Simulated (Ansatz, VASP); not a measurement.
**Ni: VASP beside Ansatz**

Contents of INCAR:

```
SYSTEM = Ni
PREC = Accurate ; ENCUT = 520
EDIFF = 1E-7 ; ISMEAR = -1
SIGMA = 0.05 ; LREAL = .FALSE.
LASPH = .TRUE. ; NELM = 150
ALGO = Normal ; ISIF = 2
LWAVE = .FALSE. ; LCHARG = .FALSE.
ISPIN = 2 ; MAGMOM = -0.632 -0.632 -0.647 -0.647
LORBIT = 11 ; LMAXMIX = 4
GGA = PS ; NBANDS = 32
```

The input KPOINTS:

```
regular mesh
0
G
  19 19 5
  0 0 0
```

POSCAR

```
Ni
1.0
    2.4467905850      0.0000000000      0.0000000000
   -1.2233952925      2.1189828043      0.0000000000
    0.0000000000      0.0000000000      8.0176413333
Ni
4
Direct
    0.0000000000      0.0000000000      0.0000000000
    0.0000000000      0.0000000000      0.5000000000
    0.3333333333      0.6666666667      0.2500000000
    0.6666666667      0.3333333333      0.7500000000
```

Input for Ansatz:

```yaml
crystal:
  lattice:
    - [2.446790585, 0.0, 0.0]
    - [-1.2233952925, 2.1189828043, 0.0]
    - [0.0, 0.0, 8.0176413333]
  atoms:
    - { symbol: Ni, position: [0.0, 0.0, 0.0], spin: -0.632 }
    - { symbol: Ni, position: [0.0, 0.0, 0.5], spin: -0.632 }
    - { symbol: Ni, position: [0.3333333333, 0.6666666667, 0.25], spin: -0.647 }
    - { symbol: Ni, position: [0.6666666667, 0.3333333333, 0.75], spin: -0.647 }
hamiltonian:
  xc: pbesol
  pseudopotentials:
    kind: paw
    azcp:
      Ni: "pseudopotentials/Ni.paw.azcp"
basis:
  ecutwfc: 420
  fft_grid_basis: typed
kpoints:
  mp_grid: { grid: [19, 19, 5], shift: [0, 0, 0] }
magnetization:
  spin_polarized: true
scf:
  occupations: { method: fermi_dirac, width: 0.05 }
output:
  write_density: true
  write_potential: true
  elf: true
  volumetric_format: npy
```

Alike in both runs: task single point; functional PBEsol; k mesh 19 × 19 × 5; occupations fermi-dirac, width 0.05 eV; collinear spin.

```csv
,VASP,Ansatz
version,VASP 6.6.1,Ansatz 0.2.0
potentials or method,"VASP PAW PBE potentials, release 64 (Ni), cutoff 520 eV","plane waves (420 eV) with PAW, scalar-relativistic"
valence electrons in the cell,40,72
```

Ansatz gave:

- net moment per atom (μB): 0.63
- size of the moment on the site where the two differ most (μB): 0.66

Question: What did VASP give for the same quantities?

Answer: net moment per atom (μB): 0.61; size of the moment on the site where the two differ most (μB): 0.61.

VASP's potentials were made for PBE, not for PBEsol, and Ansatz warns of the same on its side. Site moments also hang on the region over which each program counts them. VASP's potentials hold 40 valence electrons a cell and Ansatz's 72, so a difference there can come from the potentials and not from the codes.
